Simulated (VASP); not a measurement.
# In4Sb3As (P-4m2) in VASP: notebook, part 2 of 2

VASP 6.6.1. Earlier steps stand in the parts before.

## Step 4: Relaxation of cell and atoms, PBE

This run uses another cell than the first one, of 27.02 Å³/atom, 0.778 times its volume.

INCAR reads:

```
ALGO = Normal ; EDIFF = 1E-7
EDIFFG = -0.04 ; ENCUT = 600
GGA = PE ; IBRION = 2
ISIF = 3 ; ISMEAR = 0
LASPH = T ; LCHARG = F
LREAL = F ; LWAVE = F
NELM = 80 ; NSW = 90
PREC = Accurate ; SIGMA = 0.1
```

KPOINTS reads:

```
k-points
0
Gamma
  4 4 2
```

POSCAR reads:

```
In4Sb3As
1.0
    4.2438686800      0.0000000000      0.0000000000
    0.0000000000      4.2438686800      0.0000000000
    0.0000000000      0.0000000000     12.0034732800
In Sb As
4 3 1
Direct
    0.5000000000      0.0000000000      0.8750000000
    0.0000000000      0.5000000000      0.1250000000
    0.5000000000      0.0000000000      0.3750000000
    0.0000000000      0.5000000000      0.6250000000
    0.0000000000      0.0000000000      0.0000000000
    0.5000000000      0.5000000000      0.2500000000
    0.5000000000      0.5000000000      0.7500000000
    0.0000000000      0.0000000000      0.5000000000
```

Potentials or basis: VASP PAW PBE potentials, release 64 (In_d, Sb, As).

Run with:

```sh
$ cat potpaw_PBE.64/In_d/POTCAR potpaw_PBE.64/Sb/POTCAR potpaw_PBE.64/As/POTCAR > POTCAR
$ mpirun -np 1 vasp_std > vasp.out
```

OUTCAR:

```text
EDIFF = 1E-7
   EDIFFG = -0.04
   ENCUT = 600
   GGA = PE
   IBRION = 2
   ISIF = 3
   ISMEAR = 0
   LASPH = T
   LREAL = F
   NELM = 80
   NSW = 90
   PREC = Accurate

 ion  position               nearest neighbor table
   1  0.500  0.000  0.875-   5 2.60   7 2.60   7 2.60   5 2.60
   2  0.000  0.500  0.125-   5 2.60   6 2.60   5 2.60   6 2.60
   3  0.500  0.000  0.375-   6 2.60   8 2.60   6 2.60   8 2.60
   4  0.000  0.500  0.625-   7 2.60   8 2.60   8 2.60   7 2.60
   5  0.000  0.000  0.000-   1 2.60   2 2.60   2 2.60   1 2.60
   6  0.500  0.500  0.250-   2 2.60   3 2.60   3 2.60   2 2.60
   7  0.500  0.500  0.750-   1 2.60   4 2.60   1 2.60   4 2.60
   8  0.000  0.000  0.500-   3 2.60   4 2.60   4 2.60   3 2.60

  LATTYP: Found a simple tetragonal cell.
 ALAT       =     4.2438686800
 C/A-ratio  =     2.8284271228

  Lattice vectors:

 A1 = (   4.2438686800,   0.0000000000,   0.0000000000)
 A2 = (   0.0000000000,   4.2438686800,   0.0000000000)
 A3 = (   0.0000000000,   0.0000000000,  12.0034732800)

Analysis of symmetry for initial positions (statically):
=====================================================================
 Subroutine PRICEL returns:
 Original cell was already a primitive cell.

 Routine SETGRP: Setting up the symmetry group for a
 simple tetragonal supercell.

 Subroutine GETGRP returns: Found  8 space group operations
 (whereof  8 operations were pure point group operations)
 out of a pool of 16 trial point group operations.

The static configuration has the point symmetry D_2d.

Analysis of symmetry for dynamics (positions and initial velocities):
=====================================================================
 Subroutine PRICEL returns:
 Original cell was already a primitive cell.

 Routine SETGRP: Setting up the symmetry group for a
 simple tetragonal supercell.

 Subroutine GETGRP returns: Found  8 space group operations
 (whereof  8 operations were pure point group operations)
 out of a pool of 16 trial point group operations.

The dynamic configuration has the point symmetry D_2d.

 Subroutine INISYM returns: Found  8 space group operations
 (whereof  8 operations are pure point group operations),
 and found     1 'primitive' translations

[... 115 lines left out ...]
  Fermi-wavevector in a.u.,A,eV,Ry     =   1.134772  2.144409 17.520334  1.287708
  Thomas-Fermi vector in A             =   2.271477
   LORBIT       =      0    0 simple, 1 ext, 2 COOP (PROOUT), +10 PAW based schemes
   GGA     = PE    functional components
   LHFCALC =     F    Hartree Fock is set to
   AEXX    =    0.0000 exact exchange contribution
   IVDW    =     0    specifies the selected vdW correction
   LEPSILON=     F    determine dielectric tensor
   LRPA    =     F    only Hartree local field effects (RPA)
 conjugate gradient relaxation of ions
 non-spin polarized calculation
 Gauss-broadening in eV      SIGMA  =   0.10
  energy-cutoff  :      600.00
  volume of cell :      216.19
 maximum number of plane-waves:      7245
 NGX is ok and might be reduce to    36
   NGX = 17   NGY = 17   NGZ = 47

--------------------------------------- Ionic step        1  -------------------------------------------

 number of electron      72.0000044 magnetization

 Free energy of the ion-electron system (eV)
  ---------------------------------------------------
  ext. energy  EPLUGINS =         0.00000000
  ---------------------------------------------------
  free energy    TOTEN  =       -25.22629109 eV

  energy without entropy =      -25.22629103  energy(sigma->0) =      -25.22629106

 E-fermi :   7.4769     XC(G=0):  -9.5736

 val. band max:        7.1340260757   @ k =   0.0000   0.0000   0.0000
 cond. band min:       7.8122965416   @ k =   0.0000   0.0000   0.0000
 fundamental gap:      0.6782704660
 Fermi energy:         7.4769162912

 k-point     1 :       0.0000    0.0000    0.0000
  band No.  band energies     occupation
      1      -8.2679      2.00000
      2      -8.1824      2.00000
      3      -8.1052      2.00000
      4      -8.1052      2.00000
      5      -8.0552      2.00000
      6      -8.0552      2.00000
[... 660 lines left out ...]
  FREE ENERGIE OF THE ION-ELECTRON SYSTEM (eV)
  ---------------------------------------------------
  free  energy   TOTEN  =       -28.2000158262 eV

  energy  without entropy=      -28.1951895093  energy(sigma->0) =      -28.19760267

[... ionic steps 4 to 7 ...]

--------------------------------------- Ionic step        8  -------------------------------------------

 number of electron      71.9999963 magnetization

------------------------ aborting loop because EDIFF is reached ----------------------------------------
[... 79 lines left out ...]
--------------------------------------- Ionic step       10  -------------------------------------------

 number of electron      71.9999972 magnetization

 Free energy of the ion-electron system (eV)
  ---------------------------------------------------
  ext. energy  EPLUGINS =         0.00000000
  ---------------------------------------------------
  free energy    TOTEN  =       -28.27722203 eV

  energy without entropy =      -28.27269040  energy(sigma->0) =      -28.27495622

 E-fermi :   4.2840     XC(G=0):  -8.4530

 val. band max:        4.2333476036   @ k =   0.0000   0.0000   0.0000
 cond. band min:       4.2892812425   @ k =   0.0000   0.0000   0.0000
 fundamental gap:      0.0559336389
 Fermi energy:         4.2840434530

 k-point     1 :       0.0000    0.0000    0.0000
  band No.  band energies     occupation
      1     -10.2810      2.00000
      2     -10.2246      2.00000
      3     -10.2206      2.00000
      4     -10.2115      2.00000
      5     -10.2115      2.00000
      6     -10.1870      2.00000
[... 576 lines left out ...]
  FREE ENERGIE OF THE ION-ELECTRON SYSTEM (eV)
  ---------------------------------------------------
  free  energy   TOTEN  =       -28.2772220339 eV

  energy  without entropy=      -28.2726903990  energy(sigma->0) =      -28.27495622

 reached required accuracy - stopping structural energy minimisation
```

OSZICAR:

```text
N       E                     dE             d eps       ncg     rms          rms(c)
DAV:   1     0.739703174139E+03    0.73970E+03   -0.34430E+04  1032   0.206E+03
DAV:   2     0.728660938380E+02   -0.66684E+03   -0.65697E+03  1040   0.507E+02
DAV:   3    -0.207705329563E+02   -0.93637E+02   -0.91282E+02  1188   0.198E+02
DAV:   4    -0.258960594374E+02   -0.51255E+01   -0.50629E+01  1212   0.477E+01
[... 123 lines left out ...]
DAV:   6    -0.282772226896E+02    0.10062E-05   -0.29864E-05  1265   0.567E-02    0.112E-02
DAV:   7    -0.282772226538E+02    0.35815E-07   -0.32366E-06  1363   0.158E-02    0.442E-03
DAV:   8    -0.282772218630E+02    0.79079E-06   -0.39057E-07   888   0.458E-03    0.894E-04
DAV:   9    -0.282772220344E+02   -0.17142E-06   -0.86775E-08   591   0.250E-03    0.762E-04
DAV:  10    -0.282772220339E+02    0.47567E-09   -0.37983E-08   605   0.191E-03
  10 F= -.28277222E+02 E0= -.28274956E+02  d E =-.177795E-02
```

CONTCAR:

```text
In4Sb3As
   1.00000000000000
     4.6618314626116444    0.0000000000000000   -0.0000000000000000
    -0.0000000000000000    4.6618314626116444    0.0000000000000000
     0.0000000000000000   -0.0000000000000000   12.8545772332046280
  In              Sb              As
     4     3     1
Direct
     0.5000000000000000    1.0000000000000000    0.8706264124589385
     1.0000000000000000    0.5000000000000000    0.1293735875410618
     0.5000000000000000    0.0000000000000000    0.3873703366219555
     0.0000000000000000    0.5000000000000000    0.6126296633780445
     0.0000000000000000    0.0000000000000000    0.0000000000000000
     0.5000000000000000    0.5000000000000000    0.2583157179917854
     0.5000000000000000    0.5000000000000000    0.7416842820082146
     0.0000000000000000    0.0000000000000000    0.5000000000000000

  0.00000000E+00  0.00000000E+00  0.00000000E+00
  0.00000000E+00  0.00000000E+00  0.00000000E+00
  0.00000000E+00  0.00000000E+00  0.00000000E+00
  0.00000000E+00  0.00000000E+00  0.00000000E+00
  0.00000000E+00  0.00000000E+00  0.00000000E+00
  0.00000000E+00  0.00000000E+00  0.00000000E+00
  0.00000000E+00  0.00000000E+00  0.00000000E+00
  0.00000000E+00  0.00000000E+00  0.00000000E+00
```

Run time: 24 min. Hardware: 1 thread of Intel Xeon 6975P-C, shared host; peak memory 0.44 GiB.

Results:

- Free energy: -28.2772 eV
- Relaxed volume: 34.92 Å³/atom
- Relaxed cell: a = 4.662 Å, b = 4.662 Å, c = 12.855 Å, α = 90.00°, β = 90.00°, γ = 90.00°
- Space group after relaxing (to 0.05 Å): P-4m2 (No. 115)
- Energy gained by relaxing: 381.4 meV/atom
- Ionic steps: 10
- Pressure after relaxing: -0.1 GPa
- Largest force after relaxing: 0.011 eV/Å

Forces in eV/Å, atoms in the order of the input:
```
In   0.000  0.000  0.001
In   0.000  0.000 -0.001
In   0.000  0.000  0.011
In   0.000  0.000 -0.011
Sb   0.000  0.000  0.000
Sb   0.000  0.000 -0.001
Sb   0.000  0.000  0.001
As   0.000  0.000  0.000
```

The path:
```
step  energy change (eV)  largest force (eV/Å)  pressure (GPa)  volume (Å³)
   1              0.0000                1.6135           18.56       216.19
   2             -2.2127                0.1749           -4.24       329.64
   3             -2.9737                0.4589           -0.02       279.96
   4             -2.9736                0.4447           -0.21       281.35
   5             -2.9957                0.3219           -0.18       280.82
   6             -3.0294                0.2475           -0.03       279.21
   7             -3.0302                0.2533            0.00       278.91
   8             -3.0427                0.1343            0.02       278.62
   9             -3.0492                0.1064            0.07       278.20
  10             -3.0509                0.0108           -0.09       279.36
```

Final structure:
```
CELL_PARAMETERS angstrom
4.66183 0.00000 0.00000
0.00000 4.66183 0.00000
0.00000 0.00000 12.85458
ATOMIC_POSITIONS crystal
In 0.50000 0.00000 0.87063
In 0.00000 0.50000 0.12937
In 0.50000 0.00000 0.38737
In 0.00000 0.50000 0.61263
Sb 0.00000 0.00000 0.00000
Sb 0.50000 0.50000 0.25832
Sb 0.50000 0.50000 0.74168
As 0.00000 0.00000 0.50000
```

Caveat: the k points lie up to 0.34 Å⁻¹ apart in the final cell; the volume moved by over 15 % at a fixed basis, so the end points are rough; spin-orbit coupling is left out, which moves the levels of the heavy elements.

## Step 5: Single point, PBE

INCAR reads:

```
SYSTEM = In4Sb3As
PREC = Accurate ; ENCUT = 520
EDIFF = 1E-6 ; ISMEAR = 0
SIGMA = 0.1 ; LREAL = .False.
LASPH = .True. ; NELM = 100
ALGO = Normal ; ISIF = 2
LWAVE = .False. ; LCHARG = .False.
GGA = PE ; NBANDS = 46
```

KPOINTS reads:

```
Automatic mesh
0
Gamma
  8 8 4
  0 0 0
```

POSCAR reads:

```
In4Sb3As
1.0
    4.6166896814      0.0000000000      0.0000000000
    0.0000000000      4.6166896814      0.0000000000
    0.0000000000      0.0000000000     13.0296059570
In Sb As
4 3 1
Direct
    0.5000000000      0.0000000000      0.8706841908
    0.0000000000      0.5000000000      0.1293158092
    0.5000000000      0.0000000000      0.3873083900
    0.0000000000      0.5000000000      0.6126916100
    0.0000000000      0.0000000000      0.0000000000
    0.5000000000      0.5000000000      0.2582340561
    0.5000000000      0.5000000000      0.7417659439
    0.0000000000      0.0000000000      0.5000000000
```

Potentials or basis: VASP PAW PBE potentials, release 64 (In_d, Sb, As).

Run with:

```sh
$ cat potpaw_PBE.64/In_d/POTCAR potpaw_PBE.64/Sb/POTCAR potpaw_PBE.64/As/POTCAR > POTCAR
$ mpirun -np 1 vasp_std > vasp.out
```

OUTCAR:

```text
SYSTEM = In4Sb3As
   PREC = Accurate
   ENCUT = 520
   EDIFF = 1E-6
   ISMEAR = 0
   LREAL = .False.
   LASPH = .True.
   NELM = 100
   ISIF = 2
   GGA = PE

 ion  position               nearest neighbor table
   1  0.500  0.000  0.871-   7 2.85   7 2.85   5 2.86   5 2.86
   2  0.000  0.500  0.129-   6 2.85   6 2.85   5 2.86   5 2.86
   3  0.500  0.000  0.387-   8 2.74   8 2.74   6 2.86   6 2.86
   4  0.000  0.500  0.613-   8 2.74   8 2.74   7 2.86   7 2.86
   5  0.000  0.000  0.000-   1 2.86   2 2.86   2 2.86   1 2.86
   6  0.500  0.500  0.258-   2 2.85   2 2.85   3 2.86   3 2.86
   7  0.500  0.500  0.742-   1 2.85   1 2.85   4 2.86   4 2.86
   8  0.000  0.000  0.500-   3 2.74   4 2.74   4 2.74   3 2.74

  LATTYP: Found a simple tetragonal cell.
 ALAT       =     4.6166896814
 C/A-ratio  =     2.8222832497

  Lattice vectors:

 A1 = (   4.6166896814,   0.0000000000,   0.0000000000)
 A2 = (   0.0000000000,   4.6166896814,   0.0000000000)
 A3 = (   0.0000000000,   0.0000000000,  13.0296059570)

Analysis of symmetry for initial positions (statically):
=====================================================================
 Subroutine PRICEL returns:
[... 186 lines left out ...]
 val. band max:        4.3143608816   @ k =   0.0000   0.0000   0.0000
 cond. band min:       4.5608098086   @ k =   0.5000   0.0000   0.0000
 fundamental gap:      0.2464489271
 Fermi energy:         4.3600473733

 k-point     1 :       0.0000    0.0000    0.0000
  band No.  band energies     occupation
      1     -10.2432      2.00000
      2     -10.1836      2.00000
      3     -10.1813      2.00000
      4     -10.1651      2.00000
      5     -10.1651      2.00000
      6     -10.1471      2.00000
[... 1165 lines left out ...]
     45       8.7207      0.00000
     46       8.7324      0.00000

 [... further k-points ...]
[... 5 lines left out ...]
  --------------------------------------------------------------------------------------
  -------------------------------------------------------------------------------------
  Total       -0.0274160     -0.0274160     -0.0021035      0.0000000      0.0000000      0.0000000
  in kB       -0.1581692     -0.1581692     -0.0121356      0.0000000      0.0000000      0.0000000
  external PRESSURE =      -0.1094913 kB  Pullay stress =       0.0000000 kB

 VOLUME and BASIS-vectors are now :
 -----------------------------------------------------------------------------
  energy-cutoff  :      520.00
  volume of cell :      277.71
      direct lattice vectors                 reciprocal lattice vectors
     4.616689681  0.000000000  0.000000000     0.216605418  0.000000000  0.000000000
     0.000000000  4.616689681  0.000000000     0.000000000  0.216605418  0.000000000
     0.000000000  0.000000000 13.029605957     0.000000000  0.000000000  0.076748292

 POSITION                                       TOTAL-FORCE (eV/Angst)
 -----------------------------------------------------------------------------------
      2.30834      0.00000     11.34467        -0.000000      0.000000      0.001523
      0.00000      2.30834      1.68493        -0.000000      0.000000     -0.001523
      2.30834      0.00000      5.04648        -0.000000      0.000000     -0.005373
      0.00000      2.30834      7.98313        -0.000000      0.000000      0.005373
      0.00000      0.00000      0.00000        -0.000000     -0.000000      0.000000
      2.30834      2.30834      3.36469        -0.000000     -0.000000     -0.000349
      2.30834      2.30834      9.66492        -0.000000      0.000000      0.000349
      0.00000      0.00000      6.51480         0.000000      0.000000      0.000000
 -----------------------------------------------------------------------------------
    total drift:                                0.000000      0.000000      0.000000

  FREE ENERGIE OF THE ION-ELECTRON SYSTEM (eV)
  ---------------------------------------------------
  free  energy   TOTEN  =       -28.4621502383 eV

  energy  without entropy=      -28.4612762732  energy(sigma->0) =      -28.46171326
```

OSZICAR:

```text
N       E                     dE             d eps       ncg     rms          rms(c)
DAV:   1     0.655873861146E+03    0.65587E+03   -0.30612E+04  4140   0.160E+03
DAV:   2     0.502201477048E+02   -0.60565E+03   -0.59202E+03  4168   0.415E+02
DAV:   3    -0.248449624396E+02   -0.75065E+02   -0.73337E+02  4888   0.166E+02
DAV:   4    -0.288412397242E+02   -0.39963E+01   -0.39759E+01  4966   0.396E+01
DAV:   5    -0.290116727674E+02   -0.17043E+00   -0.17039E+00  5730   0.801E+00    0.799E+00
DAV:   6    -0.284893934095E+02    0.52228E+00   -0.10306E+00  5704   0.890E+00    0.456E+00
DAV:   7    -0.284632681584E+02    0.26125E-01   -0.64466E-01  5982   0.393E+00    0.105E+00
DAV:   8    -0.284578983927E+02    0.53698E-02   -0.77985E-02  5452   0.226E+00    0.658E-01
DAV:   9    -0.284604296316E+02   -0.25312E-02   -0.11692E-02  5232   0.443E-01    0.397E-01
DAV:  10    -0.284617305873E+02   -0.13010E-02   -0.28046E-03  5030   0.327E-01    0.114E-01
DAV:  11    -0.284620872994E+02   -0.35671E-03   -0.69616E-04  4696   0.122E-01    0.359E-02
DAV:  12    -0.284621326600E+02   -0.45361E-04   -0.10816E-04  5792   0.544E-02    0.221E-02
DAV:  13    -0.284621486795E+02   -0.16019E-04   -0.43765E-05  4518   0.314E-02    0.174E-02
DAV:  14    -0.284621500673E+02   -0.13879E-05   -0.24589E-06  3628   0.863E-03    0.302E-03
DAV:  15    -0.284621502383E+02   -0.17100E-06   -0.93667E-07  3316   0.449E-03
   1 F= -.28462150E+02 E0= -.28461713E+02  d E =-.873965E-03
```

stdout:

```text
POSCAR found type information on POSCAR InSbAs
 POSCAR found :  3 types and       8 ions
 scaLAPACK will be used
 LDA part: xc-table for (Slater+PW92), standard interpolation
 POSCAR, INCAR and KPOINTS ok, starting setup
 FFT: planning ... GRIDC
 FFT: planning ... GRID_SOFT
 FFT: planning ... GRID
 WAVECAR not read
 entering main loop
```

Wall time 11 min (1 thread of Intel Xeon 6975P-C, shared host); peak memory 0.67 GiB.

What came out:

```
Free energy            : -28.4622 eV
Pressure               : 0.0 GPa
Largest force          : 0.005 eV/Å
Band gap on the k mesh : zero (filled and empty bands touch)
```

Forces on the atoms (eV/Å):
```
In   0.000  0.000  0.002
In   0.000  0.000 -0.002
In   0.000  0.000 -0.005
In   0.000  0.000  0.005
Sb   0.000  0.000  0.000
Sb   0.000  0.000  0.000
Sb   0.000  0.000  0.000
As   0.000  0.000  0.000
```

Caveat: spin-orbit coupling is left out, which moves the levels of the heavy elements.

## Step 6: Summary

```csv
task,cell,k mesh,cutoff (eV),gap on the mesh (eV),pressure (GPa),largest force (eV/Å)
single point,"a = 4.641, b = 4.641, c = 12.893 Å, 8 atoms",4 × 4 × 2,520,-,0.1,-
single point,"a = 4.244, b = 4.244, c = 12.003 Å, 8 atoms",4 × 4 × 2,520,0.68,18.5,1.61
relaxation of cell and atoms,"relaxed from a = 4.244, b = 4.244, c = 12.003 Å, 8 atoms",4 × 4 × 2,600,-,-0.1,0.01
single point,"a = 4.617, b = 4.617, c = 13.030 Å, 8 atoms",8 × 8 × 4,520,none,0.0,0.01
```

Alike in all rows: level PBE; potentials or basis VASP PAW PBE potentials, release 64 (In_d, Sb, As); no spin polarisation; smearing gaussian 0.1 eV.

Caveats: some runs use coarse meshes; spin-orbit coupling is left out, which moves the levels of the heavy elements; forces of over 1 eV/Å act on the atoms, so gaps and moduli don't describe the material at rest (some runs); the volume moved by over 15 % at a fixed basis, so the end points are rough (some runs).

Total energies depend on the potentials used, so only differences within one code and one set of settings carry meaning.
